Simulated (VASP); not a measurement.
The system is YN.

```xyz
2
Lattice="0.0000 2.4480 2.4480 2.4480 0.0000 2.4480 2.4480 2.4480 0.0000" Properties=species:S:1:pos:R:3 pbc="T T T"
Y     0.0000    0.0000    0.0000
N     2.4480    2.4480    2.4480
```

Base run:

- Program: VASP 6.6.1
- Functional: PBE
- Potentials or basis: VASP PAW PBE potentials, release 64 (Y_sv, N)
- Cutoff: 600 eV
- k mesh: 6 × 6 × 6
- Occupations: gaussian, width 0.01 eV
- Spin: no spin polarisation

Its results: band gap on the k mesh 0.18 eV (least direct gap 0.57 eV); pressure 0.9 GPa.

Q: The run is repeated on the same cell with these changes: functional from PBE to PBE0; cutoff from 600 eV to 520 eV. What comes out?

A: Band gap on the k mesh 1.78 eV (least direct gap 2.26 eV); pressure -1.8 GPa.

Caveats: the PAW data sets were made with another functional, which shifts forces and pressure a little (at least some runs).

A k mesh can miss the band edges.
